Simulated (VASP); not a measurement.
# Mg3SnO (Pm-3m) in VASP: notebook

Runs on Mg3SnO. Level: r2SCAN. Tasks: single point.

Program: VASP 6.6.1. These are calculated values, not measurements. Logs are shortened: lines on timing, memory, paths and dates and some standing lists are left out, and cuts for length are marked.

## (1) The cell of the first run

Symmetry: Pm-3m, No. 221, cubic system. The conventional cell has a = 4.388 Å, b = 4.388 Å, c = 4.388 Å, α = 90.00°, β = 90.00°, γ = 90.00°. Sn (site symmetry m-3m) has 12 Mg at 3.10 Å and 8 O at 3.80 Å within 4.1 Å. Within 2.9 Å of O (site symmetry m-3m) lie 6 Mg at 2.19 Å. Within 2.9 Å of Mg (site symmetry 4/mmm) lie 2 O at 2.19 Å.

## (2) Single point, r2SCAN (volume changed by +3%)

Input file POSCAR:

```
Mg3SnO
1.0
    4.3881534437      0.0000000000      0.0000000000
    0.0000000000      4.3881534437      0.0000000000
    0.0000000000      0.0000000000      4.3881534437
Sn O Mg
1 1 3
Direct
    0.0000000000      0.0000000000      0.0000000000
    0.5000000000      0.5000000000      0.5000000000
    0.5000000000      0.5000000000      0.0000000000
    0.5000000000      0.0000000000      0.5000000000
    0.0000000000      0.5000000000      0.5000000000
```

Input file INCAR.step1:

```
ALGO = Normal
EDIFF = 1E-4
ENCUT = 520
GGA = PE
ISMEAR = -1
LASPH = True
LCHARG = False
LREAL = False
LWAVE = True
NBANDS = 21
NELM = 100
PREC = Accurate
SIGMA = 0.02
```

Input file INCAR.step2:

```
ALGO = Normal
EDIFF = 1E-7
ENCUT = 520
ISIF = 2
ISMEAR = -1
ISTART = 1
LASPH = True
LCHARG = False
LMIXTAU = True
LREAL = False
LWAVE = False
METAGGA = R2SCAN
NBANDS = 21
NELM = 100
PREC = Accurate
SIGMA = 0.02
```

Input file KPOINTS:

```
k-points
0
Gamma
  6 6 6
```

Potentials or basis: VASP PAW PBE potentials, release 64 (Sn_d, O, Mg).

The run is started by

```sh
cat potpaw_PBE.64/Sn_d/POTCAR potpaw_PBE.64/O/POTCAR potpaw_PBE.64/Mg/POTCAR > POTCAR
cp INCAR.step1 INCAR
mpirun -np 1 vasp_std > vasp.out
cp INCAR.step2 INCAR
mpirun -np 1 vasp_std > vasp.out
```

OUTCAR:

```text
EDIFF = 1E-7
   ENCUT = 520
   ISIF = 2
   ISMEAR = -1
   ISTART = 1
   LASPH = True
   LREAL = False
   METAGGA = R2SCAN
   NELM = 100
   PREC = Accurate

 ion  position               nearest neighbor table
   1  0.000  0.000  0.000-   3 3.10   4 3.10   5 3.10   4 3.10   5 3.10   3 3.10   5 3.10   5 3.10
                             3 3.10   4 3.10   4 3.10   3 3.10
   2  0.500  0.500  0.500-   3 2.19   4 2.19   5 2.19   3 2.19   4 2.19   5 2.19
   3  0.500  0.500  0.000-   2 2.19   2 2.19   4 3.10   5 3.10   1 3.10   4 3.10   5 3.10   1 3.10
                             4 3.10   4 3.10   1 3.10   5 3.10   5 3.10   1 3.10
   4  0.500  0.000  0.500-   2 2.19   2 2.19   3 3.10   5 3.10   1 3.10   3 3.10   1 3.10   3 3.10
                             5 3.10   3 3.10   1 3.10   5 3.10   1 3.10   5 3.10
   5  0.000  0.500  0.500-   2 2.19   2 2.19   3 3.10   4 3.10   1 3.10   3 3.10   1 3.10   4 3.10
                             1 3.10   1 3.10   3 3.10   4 3.10   3 3.10   4 3.10

  LATTYP: Found a simple cubic cell.
 ALAT       =     4.3881534437

  Lattice vectors:

 A1 = (   4.3881534437,   0.0000000000,   0.0000000000)
 A2 = (   0.0000000000,   4.3881534437,   0.0000000000)
 A3 = (   0.0000000000,   0.0000000000,   4.3881534437)

Analysis of symmetry for initial positions (statically):
=====================================================================
 Subroutine PRICEL returns:
 Original cell was already a primitive cell.

 Routine SETGRP: Setting up the symmetry group for a
 simple cubic supercell.

 Subroutine GETGRP returns: Found 48 space group operations
 (whereof 48 operations were pure point group operations)
 out of a pool of 48 trial point group operations.

The static configuration has the point symmetry O_h .

Analysis of symmetry for dynamics (positions and initial velocities):
=====================================================================
 Subroutine PRICEL returns:
 Original cell was already a primitive cell.

 Routine SETGRP: Setting up the symmetry group for a
 simple cubic supercell.

 Subroutine GETGRP returns: Found 48 space group operations
 (whereof 48 operations were pure point group operations)
 out of a pool of 48 trial point group operations.

The dynamic configuration has the point symmetry O_h .

 Subroutine INISYM returns: Found 48 space group operations
 (whereof 48 operations are pure point group operations),
 and found     1 'primitive' translations

----------------------------------------------------------------------------------------

                                     Primitive cell

  volume of cell :      84.4978

  direct lattice vectors                    reciprocal lattice vectors
     4.388153444  0.000000000  0.000000000     0.227886288  0.000000000  0.000000000
     0.000000000  4.388153444  0.000000000     0.000000000  0.227886288  0.000000000
     0.000000000  0.000000000  4.388153444     0.000000000  0.000000000  0.227886288

  length of vectors
     4.388153444  4.388153444  4.388153444     0.227886288  0.227886288  0.227886288

  position of ions in fractional coordinates (direct lattice)
     0.000000000  0.000000000  0.000000000
     0.500000000  0.500000000  0.500000000
     0.500000000  0.500000000  0.000000000
     0.500000000  0.000000000  0.500000000
     0.000000000  0.500000000  0.500000000

  ion indices of the primitive-cell ions
   primitive index   ion index
                 1           1
                 2           2
                 3           3
                 4           4
                 5           5

----------------------------------------------------------------------------------------

 KPOINTS: k-points

Automatic generation of k-mesh.
 Grid dimensions read from file:
 generate k-points for:    6    6    6

 Generating k-lattice:

  Cartesian coordinates                     Fractional coordinates (reciprocal lattice)
     0.037981048  0.000000000  0.000000000     0.166666667  0.000000000  0.000000000
     0.000000000  0.037981048  0.000000000     0.000000000  0.166666667  0.000000000
     0.000000000  0.000000000  0.037981048     0.000000000  0.000000000  0.166666667

  Length of vectors
     0.037981048  0.037981048  0.037981048

  Shift w.r.t. Gamma in fractional coordinates (k-lattice)
     0.000000000  0.000000000  0.000000000

 Subroutine IBZKPT returns following result:
 ===========================================

 Found     20 irreducible k-points:

 Following reciprocal coordinates:
            Coordinates               Weight
  0.000000  0.000000  0.000000      1.000000
  0.166667  0.000000  0.000000      6.000000
  0.333333  0.000000  0.000000      6.000000
  0.500000  0.000000  0.000000      3.000000
  0.166667  0.166667  0.000000     12.000000
  0.333333  0.166667  0.000000     24.000000
[... 12 lines left out ...]
  0.500000  0.500000  0.333333      6.000000
  0.500000  0.500000  0.500000      1.000000
   k-points           NKPTS =     20   k-points in BZ     NKDIM =     20   number of bands    NBANDS=     21
   number of dos      NEDOS =    301   number of ions     NIONS =      5
   total plane-waves  NPLWV =  46656
   dimension x,y,z NGX =    36 NGY =   36 NGZ =   36
   dimension x,y,z NGXF=    72 NGYF=   72 NGZF=   72
   ions per type =               1   1   3
   NGX,Y,Z   is equivalent  to a cutoff of  13.64, 13.64, 13.64 a.u.
   NGXF,Y,Z  is equivalent  to a cutoff of  27.28, 27.28, 27.28 a.u.
 SYSTEM =  unknown system
   PREC   = accura    normal or accurate (medium, high low for compatibility)
   ISTART =      1    job   : 0-new  1-cont  2-samecut
   ICHARG =      0    charge: 1-file 2-atom 10-const
   ISPIN  =      1    spin polarized calculation?
   LNONCOLLINEAR =      F non collinear calculations
   LSORBIT =      F    spin-orbit coupling
   LASPH  =      T    aspherical Exc in radial PAW
   ENCUT  =  520.0 eV  38.22 Ry    6.18 a.u.   8.16  8.16  8.16*2*pi/ulx,y,z
   NELM   =    100;   NELMIN=  2; NELMDL=  0     # of ELM steps
   EDIFF  = 0.1E-06   stopping-criterion for ELM
   LREAL  =      F    real-space projection
   EDIFFG = 0.1E-05   stopping-criterion for IOM
   NSW    =      0    number of steps for IOM
   IBRION =     -1    ionic relax: 0-MD 1-quasi-New 2-CG
   NFREE  =      0    steps in history (QN), initial steepest desc. (CG)
   ISIF   =      2    stress and relaxation
   ISYM   =      2    0-nonsym 1-usesym 2-fastsym
   POTIM  = 0.5000    time-step for ionic-motion
   TEBEG  =    0.0;   TEEND  =   0.0 temperature during run
   PSTRESS=    0.0 pullay stress
   NELECT =      26.0000    total number of electrons
   NUPDOWN=      -1.0000    fix difference up-down
   EMIN   =  10.00;   EMAX   =-10.00  energy-range for DOS
   EFERMI =   0.00;   METHOD = LEGACY
   ISMEAR =    -1;   SIGMA  =   0.02  broadening in eV -4-tet -1-fermi 0-gaus
   EFERMI_NEDOS =   21; number of points for ismear=-14 and -15
   IALGO  =     38    algorithm
   IMIX   =      4    mixing-type and parameters
     AMIX     =   0.40;   BMIX     =  1.00
     AMIX_MAG =   1.60;   BMIX_MAG =  1.00
  volume/ion in A,a.u.               =      16.90       114.04
  Fermi-wavevector in a.u.,A,eV,Ry     =   1.105225  2.088573 16.619828  1.221523
  Thomas-Fermi vector in A             =   2.241709
   LORBIT       =      0    0 simple, 1 ext, 2 COOP (PROOUT), +10 PAW based schemes
   METAGGA = R2SCAN    functional components
   LHFCALC =     F    Hartree Fock is set to
   AEXX    =    0.0000 exact exchange contribution
   IVDW    =     0    specifies the selected vdW correction
   LEPSILON=     F    determine dielectric tensor
   LRPA    =     F    only Hartree local field effects (RPA)
 non-spin polarized calculation
  energy-cutoff  :      520.00
  volume of cell :       84.50
 maximum number of plane-waves:      2301
 NGX is ok and might be reduce to    36
   NGX = 17   NGY = 17   NGZ = 17

 number of electron      25.9999988 magnetization

 Free energy of the ion-electron system (eV)
  ---------------------------------------------------
  ext. energy  EPLUGINS =         0.00000000
  ---------------------------------------------------
  free energy    TOTEN  =       -48.91391821 eV

  energy without entropy =      -48.91224331  energy(sigma->0) =      -48.91308076

 E-fermi :   5.9864     XC(G=0): -10.5356

 val. band max:        5.9853686419   @ k =   0.5000   0.3333   0.0000
 cond. band min:       6.3637010376   @ k =   0.5000   0.5000   0.0000
 fundamental gap:      0.3783323957
 Fermi energy:         5.9864151905

 k-point     1 :       0.0000    0.0000    0.0000
  band No.  band energies     occupation
      1     -15.3881      2.00000
      2     -15.3881      2.00000
      3     -15.3881      2.00000
      4     -15.3856      2.00000
      5     -15.3856      2.00000
      6     -14.9609      2.00000
[... 13 lines left out ...]
     20      13.1570      0.00000
     21      13.1570      0.00000

 k-point     2 :       0.1667    0.0000    0.0000
  band No.  band energies     occupation
      1     -15.3892      2.00000
      2     -15.3892      2.00000
      3     -15.3880      2.00000
      4     -15.3853      2.00000
      5     -15.3815      2.00000
      6     -14.9489      2.00000
[... 13 lines left out ...]
     20      12.4398      0.00000
     21      14.0689      0.00000

 k-point     3 :       0.3333    0.0000    0.0000
  band No.  band energies     occupation
      1     -15.3913      2.00000
      2     -15.3913      2.00000
      3     -15.3878      2.00000
      4     -15.3848      2.00000
      5     -15.3735      2.00000
      6     -14.9251      2.00000
[... 13 lines left out ...]
     20      12.6590      0.00000
     21      13.0275      0.00000
[... 361 lines left out ...]
 k-point    19 :       0.5000    0.5000    0.3333
  band No.  band energies     occupation
      1     -15.4004      2.00000
      2     -15.3964      2.00000
      3     -15.3964      2.00000
      4     -15.3647      2.00000
      5     -15.3607      2.00000
      6     -14.8365      2.00000
[... 13 lines left out ...]
     20      15.6224      0.00000
     21      16.7151      0.00000

 k-point    20 :       0.5000    0.5000    0.5000
  band No.  band energies     occupation
      1     -15.3979      2.00000
      2     -15.3979      2.00000
      3     -15.3979      2.00000
      4     -15.3607      2.00000
      5     -15.3607      2.00000
      6     -14.8289      2.00000
[... 13 lines left out ...]
     20      16.6906      0.00000
     21      17.9917      0.00000

------------------------ aborting loop because EDIFF is reached ----------------------------------------

  FORCE on cell =-STRESS in cart. coord.  units (eV):
  Direction    XX          YY          ZZ          XY          YZ          ZX
  --------------------------------------------------------------------------------------
  -------------------------------------------------------------------------------------
  Total       -1.3713788     -1.3713788     -1.3713788      0.0000000      0.0000000      0.0000000
  in kB      -26.0029479    -26.0029479    -26.0029479      0.0000000      0.0000000      0.0000000
  external PRESSURE =     -26.0029479 kB  Pullay stress =       0.0000000 kB

 VOLUME and BASIS-vectors are now :
 -----------------------------------------------------------------------------
  energy-cutoff  :      520.00
  volume of cell :       84.50
      direct lattice vectors                 reciprocal lattice vectors
     4.388153444  0.000000000  0.000000000     0.227886288  0.000000000  0.000000000
     0.000000000  4.388153444  0.000000000     0.000000000  0.227886288  0.000000000
     0.000000000  0.000000000  4.388153444     0.000000000  0.000000000  0.227886288

 POSITION                                       TOTAL-FORCE (eV/Angst)
 -----------------------------------------------------------------------------------
      0.00000      0.00000      0.00000         0.000000      0.000000      0.000000
      2.19408      2.19408      2.19408         0.000000      0.000000      0.000000
      2.19408      2.19408      0.00000         0.000000      0.000000      0.000000
      2.19408      0.00000      2.19408         0.000000      0.000000      0.000000
      0.00000      2.19408      2.19408         0.000000      0.000000      0.000000
 -----------------------------------------------------------------------------------
    total drift:                                0.000000      0.000000      0.000000

  FREE ENERGIE OF THE ION-ELECTRON SYSTEM (eV)
  ---------------------------------------------------
  free  energy   TOTEN  =       -48.9139182139 eV

  energy  without entropy=      -48.9122433068  energy(sigma->0) =      -48.91308076
```

It took 4.1 min on 1 thread of Intel Xeon Platinum 8488C (Sapphire Rapids), shared host; peak memory 0.23 GiB.

What came out:

* Free energy: -48.9139 eV
* Pressure: -2.6 GPa
* Band gap on the k mesh: zero (band 13 reaches 5.99 eV, above the bottom of band 14 at 5.91 eV)

Levels at points of the mesh, in eV from the Fermi level:
| k point | band 10 | band 11 | band 12 | band 13 | band 14 | band 15 | band 16 | band 17 |
| --- | --- | --- | --- | --- | --- | --- | --- | --- |
| (0.00, 0.00, 0.00) | -6.13 | -0.55 | -0.55 | -0.55 | 0.67 | 0.67 | 2.07 | 6.25 |
| (0.50, 0.00, 0.00) | -5.38 | -5.13 | -0.70 | -0.70 | 1.83 | 3.35 | 3.78 | 4.04 |
| (0.50, 0.50, 0.00) | -5.89 | -2.87 | -2.87 | -0.50 | 0.38 | 2.78 | 3.14 | 3.14 |
| (0.50, 0.50, 0.50) | -6.52 | -3.74 | -3.74 | -3.74 | 1.67 | 1.67 | 1.67 | 3.92 |

Caveat: the PAW data sets were made with another functional, which shifts forces and pressure a little; spin-orbit coupling is left out, which moves the levels of the heavy elements.

## (3) Single point, r2SCAN (volume changed by +6%)

Changes to POSCAR since step 2:

```diff
@@ -2,5 +2,5 @@
 1.0
-    4.3881534437      0.0000000000      0.0000000000
-    0.0000000000      4.3881534437      0.0000000000
-    0.0000000000      0.0000000000      4.3881534437
+    4.4303498154      0.0000000000      0.0000000000
+    0.0000000000      4.4303498154      0.0000000000
+    0.0000000000      0.0000000000      4.4303498154
 Sn O Mg
```

Input file INCAR.step1:

```
SYSTEM = Mg3SnO
PREC     = Accurate       ! precision mode
ENCUT    = 520            ! plane-wave cutoff, eV
ISMEAR   = -1             ! smearing method
SIGMA    = 0.02           ! smearing width, eV
LREAL    = .FALSE.        ! projectors in reciprocal space
LASPH    = .TRUE.         ! aspherical terms in the spheres
NELM     = 80             ! most SCF steps
NBANDS   = 21             ! bands
GGA      = PE             ! functional
ALGO     = Normal         ! electronic algorithm
EDIFF    = 1E-4           ! SCF threshold, eV
LWAVE    = .TRUE.         ! write WAVECAR
LCHARG   = .FALSE.        ! write CHGCAR
```

Input file INCAR.step2:

```
SYSTEM = Mg3SnO
PREC     = Accurate       ! precision mode
ENCUT    = 520            ! plane-wave cutoff, eV
EDIFF    = 1E-6           ! SCF threshold, eV
ISMEAR   = -1             ! smearing method
SIGMA    = 0.02           ! smearing width, eV
LREAL    = .FALSE.        ! projectors in reciprocal space
LASPH    = .TRUE.         ! aspherical terms in the spheres
NELM     = 80             ! most SCF steps
ALGO     = Normal         ! electronic algorithm
ISIF     = 2              ! what is computed and relaxed
LWAVE    = .FALSE.        ! write WAVECAR
LCHARG   = .FALSE.        ! write CHGCAR
METAGGA  = R2SCAN         ! meta-GGA
LMIXTAU  = .TRUE.       
NBANDS   = 21             ! bands
ISTART   = 1
```

Input file KPOINTS:

```
regular mesh
0
G
  6 6 6
  0 0 0
```

Potentials or basis: VASP PAW PBE potentials, release 64 (Sn_d, O, Mg).

The run is started by

```sh
cat potpaw_PBE.64/Sn_d/POTCAR potpaw_PBE.64/O/POTCAR potpaw_PBE.64/Mg/POTCAR > POTCAR
cp INCAR.step1 INCAR
mpirun -np 1 vasp_std > vasp.out
cp INCAR.step2 INCAR
mpirun -np 1 vasp_std > vasp.out
```

It took 3.4 min on 1 thread of Intel Xeon Platinum 8488C (Sapphire Rapids), shared host; peak memory 0.23 GiB.

Results (log left out):

| Property | Result |
| --- | --- |
| Free energy | -48.8603 eV |
| Pressure | -4.5 GPa |
| Band gap on the k mesh | zero (band 13 reaches 5.75 eV, above the bottom of band 14 at 5.61 eV) |

Levels at points of the mesh, in eV from the Fermi level:
```csv
k point,band 9,band 10,band 11,band 12,band 13,band 14,band 15,band 16,band 17,band 18
"(0.00, 0.00, 0.00)",-6.00,-6.00,-0.55,-0.55,-0.55,0.65,0.65,1.82,6.20,6.20
"(0.50, 0.00, 0.00)",-5.83,-5.31,-5.05,-0.68,-0.68,1.82,3.16,3.64,3.95,3.95
"(0.50, 0.50, 0.00)",-6.95,-5.76,-2.81,-2.81,-0.56,0.37,2.67,3.10,3.10,5.86
"(0.50, 0.50, 0.50)",-6.39,-6.39,-3.65,-3.65,-3.65,1.59,1.59,1.59,3.78,10.42
```

Caveat: the PAW data sets were made with another functional, which shifts forces and pressure a little; spin-orbit coupling is left out, which moves the levels of the heavy elements.
